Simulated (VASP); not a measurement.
ZnCl4:

```
Zn Cl
1.0
    -3.21046    3.21046    3.21046
     3.21046   -3.21046    3.21046
     3.21046    3.21046   -3.21046
Zn Cl
1 4
Direct
  0.00000 0.00000 0.00000
  0.00000 0.00000 0.50000
  0.00000 0.50000 0.00000
  0.50000 0.00000 0.00000
  0.50000 0.50000 0.50000
```

The cell was built from a structure type or drawn by symmetry, and may not be a known phase.

```yaml
Program: VASP 6.6.1
Task: relaxation of cell and atoms
Functional: PBE
Potentials_or_basis: VASP PAW PBE potentials, release 64 (Zn, Cl)
Cutoff: 600 eV
k_mesh: 8 × 8 × 8
Occupations: gaussian, width 0.1 eV
Spin: no spin polarisation
```

At the start: pressure -3.7 GPa; volume 26.47 Å³/atom.

**Question.** Where does the relaxation end?

**Answer.** Over 4 steps the energy falls by 42.7 meV/atom and the volume is 23.21 Å³/atom (-12.3 %); space group Im-3m (No. 229, to 0.1 Å) before and after.

The path:
| step | energy change (eV) | largest force (eV/Å) | pressure (GPa) | volume (Å³) |
| --- | --- | --- | --- | --- |
| 1 | 0.0000 | 0.0000 | -3.68 | 132.36 |
| 2 | -0.1901 | 0.0000 | -1.46 | 121.04 |
| 3 | -0.2133 | 0.0000 | -0.15 | 116.54 |
| 4 | -0.2135 | 0.0000 | 0.03 | 116.06 |

Final structure:
```cif
data_structure
_symmetry_space_group_name_H-M 'P 1'
_symmetry_Int_Tables_number 1
_cell_length_a 5.3223
_cell_length_b 5.3223
_cell_length_c 5.3223
_cell_angle_alpha 109.471
_cell_angle_beta 109.471
_cell_angle_gamma 109.471
_cell_volume 116.06
loop_
_atom_site_label
_atom_site_type_symbol
_atom_site_fract_x
_atom_site_fract_y
_atom_site_fract_z
_atom_site_occupancy
Zn1 Zn 0.00000 0.00000 0.00000 1
Cl1 Cl 0.00000 0.00000 0.50000 1
Cl2 Cl 0.00000 0.50000 0.00000 1
Cl3 Cl 0.50000 0.00000 0.00000 1
Cl4 Cl 0.50000 0.50000 0.50000 1
```
